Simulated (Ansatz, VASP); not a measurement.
Given: the input of a run of VASP 6.6.1 on CoSi2.

Contents of INCAR:

```
SYSTEM = CoSi2
  PREC = Accurate
  ENCUT = 600
  EDIFF = 1E-6
  ISMEAR = -1
  SIGMA = 0.05
  LREAL = .FALSE.
  LASPH = .TRUE.
  NELM = 200
  ALGO = Normal
  ISIF = 2
  LWAVE = .FALSE.
  LCHARG = .TRUE.
  ISPIN = 2
  MAGMOM = 2 0 0
  LORBIT = 11
  NUPDOWN = 2.0
  LMAXMIX = 4
  GGA = PE
  LELF = .TRUE.
  LVHAR = .TRUE.
  NBANDS = 24
  GGA_COMPAT = .FALSE.
```

The input KPOINTS:

```
regular mesh
0
G
  7 7 7
  0 0 0
```

Contents of POSCAR:

```
CoSi2
1.0
    0.0000000000      2.6780000000      2.6780000000
    2.6780000000      0.0000000000      2.6780000000
    2.6780000000      2.6780000000      0.0000000000
Co Si
1 2
Direct
    0.0000000000      0.0000000000      0.0000000000
    0.7500000000      0.7500000000      0.7500000000
    0.2500000000      0.2500000000      0.2500000000
```

Potentials or basis: VASP PAW PBE potentials, release 64 (Co_sv, Si).

Run with:

```console
$ cat potpaw_PBE.64/Co_sv/POTCAR potpaw_PBE.64/Si/POTCAR > POTCAR
$ mpirun -np 1 vasp_std > vasp.out
```

**Question.** Set up the same calculation for Ansatz 0.2.0. Potentials there: Ansatz PAW.

**Answer.** As run (the cutoff follows the program's own potentials):

input.yaml

```yaml
crystal:
  lattice:
    - [0.0, 2.678, 2.678]
    - [2.678, 0.0, 2.678]
    - [2.678, 2.678, 0.0]
  atoms:
    - { symbol: Co, position: [0.0, 0.0, 0.0], spin: 2.0 }
    - { symbol: Si, position: [0.75, 0.75, 0.75] }
    - { symbol: Si, position: [0.25, 0.25, 0.25] }
hamiltonian:
  xc: pbe
  pseudopotentials: { kind: paw }
magnetization:
  spin_polarized: true
  initial_magnetization: 2.0
  spin_locking: { lock_magnetization: hard }
kpoints:
  mp_grid: { grid: [7, 7, 7] }
scf:
  occupations: { method: fermi_dirac, width: 0.05 }
  lower_state_search: "off"
output:
  forces: true
  stress: true
  eigenvalues: true
```

Potentials or basis: Ansatz PAW.

The run is started by

```sh
$ ansatz run input.yaml --threads 2 --pin off --max-ram 5632MiB --backend cpu --events-out ev --progress --plain --runs-dir out
```

Both were run:

|  | VASP | Ansatz | Ansatz less VASP |
| --- | --- | --- | --- |
| pressure (GPa) | 13.3 | 14.5 | +1.18 |
| net moment per atom (μB) | 0.67 | 0.67 | 0.000 |
| size of the moment on the site where the two differ most (μB) | 1.12 | 1.16 | +0.033 |

Site moments also hang on the region over which each program counts them. With one functional, cell and mesh, what is left measures potentials, basis and numerics.
